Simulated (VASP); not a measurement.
# InSe (C2/m) in VASP: a series of runs, part 3 of 3

VASP 6.6.1. The steps go on from the part before.

### 6 Single point, r2SCAN

This run uses another cell than the first one, of 29.70 Å³/atom.

Input file POSCAR:

```
InSe
1.0
    5.9030647348     -2.0816869103      0.0000000000
    5.9030647348      2.0816869103      0.0000000000
   -1.7459097331      0.0000000000      4.8341359509
In Se
2 2
Direct
    0.8882032500      0.8882032500      0.0468413600
    0.1117967500      0.1117967500      0.9531586400
    0.6609275900      0.6609275900      0.6689556200
    0.3390724100      0.3390724100      0.3310443800
```

Input file INCAR.step1:

```
PREC     = Accurate       # precision mode
ENCUT    = 520            # plane-wave cutoff, eV
ISMEAR   = -1             # smearing method
SIGMA    = 0.05           # smearing width, eV
LREAL    = F              # projectors in reciprocal space
LASPH    = T              # aspherical terms in the spheres
NELM     = 100            # most SCF steps
NBANDS   = 27             # bands
GGA      = PE             # functional
ALGO     = Normal         # electronic algorithm
EDIFF    = 1E-4           # SCF threshold, eV
LWAVE    = T              # write WAVECAR
LCHARG   = F              # write CHGCAR
```

Input file INCAR.step2:

```
PREC     = Accurate       # precision mode
ENCUT    = 520            # plane-wave cutoff, eV
EDIFF    = 1E-6           # SCF threshold, eV
ISMEAR   = -1             # smearing method
SIGMA    = 0.05           # smearing width, eV
LREAL    = F              # projectors in reciprocal space
LASPH    = T              # aspherical terms in the spheres
NELM     = 100            # most SCF steps
ALGO     = Normal         # electronic algorithm
ISIF     = 2              # what is computed and relaxed
LWAVE    = F              # write WAVECAR
LCHARG   = F              # write CHGCAR
METAGGA  = R2SCAN         # meta-GGA
LMIXTAU  = T            
NBANDS   = 27             # bands
ISTART   = 1
```

Input file KPOINTS:

```
regular mesh
0
Gamma
  7 7 6
```

Potentials or basis: VASP PAW PBE potentials, release 64 (In_d, Se).

Command:

```
> cat potpaw_PBE.64/In_d/POTCAR potpaw_PBE.64/Se/POTCAR > POTCAR
> cp INCAR.step1 INCAR
> mpirun -np 1 vasp_std > vasp.out
> cp INCAR.step2 INCAR
> mpirun -np 1 vasp_std > vasp.out
```

OUTCAR:

```text
PREC = Accurate
   ENCUT = 520
   EDIFF = 1E-6
   ISMEAR = -1
   LREAL = F
   LASPH = T
   NELM = 100
   ISIF = 2
   METAGGA = R2SCAN
   ISTART = 1

 ion  position               nearest neighbor table
   1  0.888  0.888  0.047-   4 2.72   4 2.72   3 2.73   2 2.84   2 3.76   2 3.76
   2  0.112  0.112  0.953-   3 2.72   3 2.72   4 2.73   1 2.84   1 3.76   1 3.76
   3  0.661  0.661  0.669-   2 2.72   2 2.72   1 2.73
   4  0.339  0.339  0.331-   1 2.72   1 2.72   2 2.73

  LATTYP: Found a base centered monoclinic cell.
 ALAT       =    11.8061294696
 B/A-ratio  =     0.3526451096
 C/A-ratio  =     0.4353462338
 COS(beta)  =    -0.3396874117

  Lattice vectors:

 A1 = (   5.9030647348,  -2.0816869103,   0.0000000000)
 A2 = (   5.9030647348,   2.0816869103,   0.0000000000)
 A3 = (  -1.7459097331,   0.0000000000,   4.8341359509)

Analysis of symmetry for initial positions (statically):
=====================================================================
 Subroutine PRICEL returns:
 Original cell was already a primitive cell.

 Routine SETGRP: Setting up the symmetry group for a
 base centered monoclinic supercell.

 Subroutine GETGRP returns: Found  4 space group operations
 (whereof  4 operations were pure point group operations)
 out of a pool of  4 trial point group operations.

The static configuration has the point symmetry C_2h.

Analysis of symmetry for dynamics (positions and initial velocities):
=====================================================================
 Subroutine PRICEL returns:
 Original cell was already a primitive cell.

 Routine SETGRP: Setting up the symmetry group for a
 base centered monoclinic supercell.

 Subroutine GETGRP returns: Found  4 space group operations
 (whereof  4 operations were pure point group operations)
 out of a pool of  4 trial point group operations.

The dynamic configuration has the point symmetry C_2h.

 Subroutine INISYM returns: Found  4 space group operations
 (whereof  4 operations are pure point group operations),
 and found     1 'primitive' translations

----------------------------------------------------------------------------------------

                                     Primitive cell

  volume of cell :     118.8069

  direct lattice vectors                    reciprocal lattice vectors
     5.903064735 -2.081686910  0.000000000     0.084701765 -0.240189818  0.030591120
     5.903064735  2.081686910  0.000000000     0.084701765  0.240189818  0.030591120
    -1.745909733  0.000000000  4.834135951     0.000000000  0.000000000  0.206862200

  length of vectors
     6.259360483  6.259360483  5.139754001     0.256517746  0.256517746  0.206862200

  position of ions in fractional coordinates (direct lattice)
     0.888203250  0.888203250  0.046841360
     0.111796750  0.111796750  0.953158640
     0.660927590  0.660927590  0.668955620
     0.339072410  0.339072410  0.331044380

  ion indices of the primitive-cell ions
   primitive index   ion index
                 1           1
                 2           2
                 3           3
                 4           4

----------------------------------------------------------------------------------------

 KPOINTS: regular mesh

Automatic generation of k-mesh.
 Grid dimensions read from file:
 generate k-points for:    7    7    6

 Generating k-lattice:

  Cartesian coordinates                     Fractional coordinates (reciprocal lattice)
     0.012100252 -0.034312831  0.004370160     0.142857143  0.000000000  0.000000000
     0.012100252  0.034312831  0.004370160     0.000000000  0.142857143  0.000000000
     0.000000000  0.000000000  0.034477033     0.000000000  0.000000000  0.166666667

  Length of vectors
     0.036645392  0.036645392  0.034477033

  Shift w.r.t. Gamma in fractional coordinates (k-lattice)
     0.000000000  0.000000000  0.000000000

 Subroutine IBZKPT returns following result:
 ===========================================

 Found     88 irreducible k-points:

 Following reciprocal coordinates:
            Coordinates               Weight
  0.000000  0.000000  0.000000      1.000000
  0.142857  0.000000  0.000000      4.000000
  0.285714  0.000000 -0.000000      4.000000
  0.428571  0.000000 -0.000000      4.000000
  0.142857  0.142857  0.000000      2.000000
  0.285714  0.142857 -0.000000      4.000000
[... 16 lines left out ...]
 -0.142857  0.000000  0.166667      4.000000
  0.142857  0.142857  0.166667      2.000000
 [... further k-points ...]
   k-points           NKPTS =     88   k-points in BZ     NKDIM =     88   number of bands    NBANDS=     27
   number of dos      NEDOS =    301   number of ions     NIONS =      4
   total plane-waves  NPLWV =  92160
   dimension x,y,z NGX =    48 NGY =   48 NGZ =   40
   dimension x,y,z NGXF=    96 NGYF=   96 NGZF=   80
   ions per type =               2   2
   NGX,Y,Z   is equivalent  to a cutoff of  12.75, 12.75, 12.94 a.u.
   NGXF,Y,Z  is equivalent  to a cutoff of  25.50, 25.50, 25.88 a.u.
 SYSTEM =  unknown system
   PREC   = accura    normal or accurate (medium, high low for compatibility)
   ISTART =      1    job   : 0-new  1-cont  2-samecut
   ICHARG =      0    charge: 1-file 2-atom 10-const
   ISPIN  =      1    spin polarized calculation?
   LNONCOLLINEAR =      F non collinear calculations
   LSORBIT =      F    spin-orbit coupling
   LASPH  =      T    aspherical Exc in radial PAW
   ENCUT  =  520.0 eV  38.22 Ry    6.18 a.u.  11.64 11.64  9.56*2*pi/ulx,y,z
   NELM   =    100;   NELMIN=  2; NELMDL=  0     # of ELM steps
   EDIFF  = 0.1E-05   stopping-criterion for ELM
   LREAL  =      F    real-space projection
   EDIFFG = 0.1E-04   stopping-criterion for IOM
   NSW    =      0    number of steps for IOM
   IBRION =     -1    ionic relax: 0-MD 1-quasi-New 2-CG
   NFREE  =      0    steps in history (QN), initial steepest desc. (CG)
   ISIF   =      2    stress and relaxation
   ISYM   =      2    0-nonsym 1-usesym 2-fastsym
   POTIM  = 0.5000    time-step for ionic-motion
   TEBEG  =    0.0;   TEEND  =   0.0 temperature during run
   PSTRESS=    0.0 pullay stress
   NELECT =      38.0000    total number of electrons
   NUPDOWN=      -1.0000    fix difference up-down
   EMIN   =  10.00;   EMAX   =-10.00  energy-range for DOS
   EFERMI =   0.00;   METHOD = LEGACY
   ISMEAR =    -1;   SIGMA  =   0.05  broadening in eV -4-tet -1-fermi 0-gaus
   EFERMI_NEDOS =   21; number of points for ismear=-14 and -15
   IALGO  =     38    algorithm
   IMIX   =      4    mixing-type and parameters
     AMIX     =   0.40;   BMIX     =  1.00
     AMIX_MAG =   1.60;   BMIX_MAG =  1.00
  volume/ion in A,a.u.               =      29.70       200.44
  Fermi-wavevector in a.u.,A,eV,Ry     =   1.119581  2.115701 17.054373  1.253461
  Thomas-Fermi vector in A             =   2.256221
   LORBIT       =      0    0 simple, 1 ext, 2 COOP (PROOUT), +10 PAW based schemes
   METAGGA = R2SCAN    functional components
   LHFCALC =     F    Hartree Fock is set to
   AEXX    =    0.0000 exact exchange contribution
   IVDW    =     0    specifies the selected vdW correction
   LEPSILON=     F    determine dielectric tensor
   LRPA    =     F    only Hartree local field effects (RPA)
 non-spin polarized calculation
  energy-cutoff  :      520.00
  volume of cell :      118.81
 maximum number of plane-waves:      3220
   NGX = 23   NGY = 23   NGZ = 19

 number of electron      38.0000003 magnetization

 Free energy of the ion-electron system (eV)
  ---------------------------------------------------
  ext. energy  EPLUGINS =         0.00000000
  ---------------------------------------------------
  free energy    TOTEN  =       -76.32806435 eV

  energy without entropy =      -76.32806434  energy(sigma->0) =      -76.32806435

 E-fermi :   4.0344     XC(G=0):  -9.4107

 val. band max:        3.3065061549   @ k =  -0.4286  -0.4286   0.1667
 cond. band min:       4.7279241932   @ k =   0.0000   0.0000   0.5000
 fundamental gap:      1.4214180384
 Fermi energy:         4.0343873062

 k-point     1 :       0.0000    0.0000    0.0000
  band No.  band energies     occupation
      1     -11.5977      2.00000
      2     -11.4942      2.00000
      3     -11.3262      2.00000
      4     -11.2931      2.00000
      5     -11.2612      2.00000
      6     -11.2540      2.00000
[... 19 lines left out ...]
     26      10.4691      0.00000
     27      12.0296      0.00000
[... 661 lines left out ...]
 k-point    24 :       0.1429    0.1429    0.1667
  band No.  band energies     occupation
      1     -11.5940      2.00000
      2     -11.4913      2.00000
      3     -11.3359      2.00000
      4     -11.2914      2.00000
      5     -11.2668      2.00000
      6     -11.2592      2.00000
[... 19 lines left out ...]
     26      10.3564      0.00000
     27      11.6838      0.00000

 [... further k-points ...]
[... 5 lines left out ...]
  --------------------------------------------------------------------------------------
  -------------------------------------------------------------------------------------
  Total       -1.7331204     -1.5663023     -1.2348243      0.0000000      0.0000000     -0.0374673
  in kB      -23.3720877    -21.1224528    -16.6522888      0.0000000      0.0000000     -0.5052673
  external PRESSURE =     -20.3822764 kB  Pullay stress =       0.0000000 kB

 VOLUME and BASIS-vectors are now :
 -----------------------------------------------------------------------------
  energy-cutoff  :      520.00
  volume of cell :      118.81
      direct lattice vectors                 reciprocal lattice vectors
     5.903064735 -2.081686910  0.000000000     0.084701765 -0.240189818  0.030591120
     5.903064735  2.081686910  0.000000000     0.084701765  0.240189818  0.030591120
    -1.745909733  0.000000000  4.834135951     0.000000000  0.000000000  0.206862200

 POSITION                                       TOTAL-FORCE (eV/Angst)
 -----------------------------------------------------------------------------------
     10.40446      0.00000      0.22644        -0.174222      0.000000      0.028976
     -0.34424      0.00000      4.60770         0.174222      0.000000     -0.028976
      6.63506      0.00000      3.23382         0.008857      0.000000      0.278795
      3.42516      0.00000      1.60031        -0.008857      0.000000     -0.278795
 -----------------------------------------------------------------------------------
    total drift:                               -0.000000     -0.000000      0.000000

  FREE ENERGIE OF THE ION-ELECTRON SYSTEM (eV)
  ---------------------------------------------------
  free  energy   TOTEN  =       -76.3280643541 eV

  energy  without entropy=      -76.3280643363  energy(sigma->0) =      -76.32806435
```

It took 16 min on 1 thread of Intel Xeon Platinum 8259CL at 2.50GHz (Skylake/Cascade Lake), shared host; peak memory 0.49 GiB.

Results:

| Property | Result |
| --- | --- |
| Free energy | -76.3281 eV |
| Pressure | -2.0 GPa |
| Largest force | 0.279 eV/Å |
| Band gap on the k mesh | 1.42 eV (least direct gap 1.48 eV) |

Forces on the atoms (eV/Å):
```
In  -0.174  0.000  0.029
In   0.174  0.000 -0.029
Se   0.009  0.000  0.279
Se  -0.009  0.000 -0.279
```

Caveat: the PAW data sets were made with another functional, which shifts forces and pressure a little; spin-orbit coupling is left out, which moves the levels of the heavy elements. A k mesh can miss the band edges.

### 7 Summary

| level | potentials or basis | cell | gap on the mesh (eV) | pressure (GPa) | largest force (eV/Å) |
| --- | --- | --- | --- | --- | --- |
| LDA | VASP PAW LDA potentials, release 64 (In_d, Se) | a = 6.095, b = 6.095, c = 5.004 Å, angles 108.7, 108.7, 38.8°, 4 atoms | 1.08 | -0.6 | 0.25 |
| LDA | VASP PAW LDA potentials, release 64 (In_d, Se) | a = 6.137, b = 6.137, c = 5.039 Å, angles 108.7, 108.7, 38.8°, 4 atoms | 1.04 | -1.7 | 0.09 |
| LDA | VASP PAW LDA potentials, release 64 (In_d, Se) | a = 6.178, b = 6.178, c = 5.073 Å, angles 108.7, 108.7, 38.8°, 4 atoms | 1.01 | -2.7 | 0.07 |
| r2SCAN | VASP PAW PBE potentials, release 64 (In_d, Se) | a = 6.178, b = 6.178, c = 5.073 Å, angles 108.7, 108.7, 38.8°, 4 atoms | 1.50 | -0.1 | 0.03 |
| r2SCAN | VASP PAW PBE potentials, release 64 (In_d, Se) | a = 6.259, b = 6.259, c = 5.140 Å, angles 108.7, 108.7, 38.8°, 4 atoms | 1.42 | -2.0 | 0.28 |

Alike in all rows: task single point; no spin polarisation; k mesh 7 × 7 × 6; cutoff (eV) 520; smearing fermi-dirac 0.05 eV.

Caveats: spin-orbit coupling is left out, which moves the levels of the heavy elements; the PAW data sets were made with another functional, which shifts forces and pressure a little (at least some runs).

Total energies depend on the potentials used, so only differences within one code and one set of settings carry meaning.
